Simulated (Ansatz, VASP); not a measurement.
## Two plane-wave programs on GaN

```xyz
4
Lattice="3.1890 0.0000 0.0000 -1.5945 2.7618 0.0000 0.0000 0.0000 5.1850" Properties=species:S:1:pos:R:3 pbc="T T T"
Ga    0.0000    1.8412    0.0000
Ga    1.5945    0.9206    2.5925
N     0.0000    1.8412    1.9547
N     1.5945    0.9206    4.5472
```

Alike in both runs: task single point; functional r2SCAN; k mesh 8 × 8 × 5; occupations gaussian, width 0.03 eV; no spin polarisation.

|  | VASP | Ansatz |
| --- | --- | --- |
| version | VASP 6.6.1 | Ansatz 0.2.0 |
| potentials or method | VASP PAW PBE potentials, release 64 (Ga_d, N) | scalar-relativistic, plane waves, PAW |
| plane-wave cutoff (eV) | 520 | 500 |
| valence electrons in the cell | 36 | 36 |

Ansatz gave:

* gap on the k mesh at the Fermi level (eV): 2.33
* least direct gap on the mesh (eV): 2.33

Q: Which values does VASP return?

A: gap on the k mesh at the Fermi level (eV): 2.32; least direct gap on the mesh (eV): 2.32.

VASP's potentials were made for PBE, not for r2SCAN. With one functional, cell and mesh, what is left measures potentials, basis and numerics.
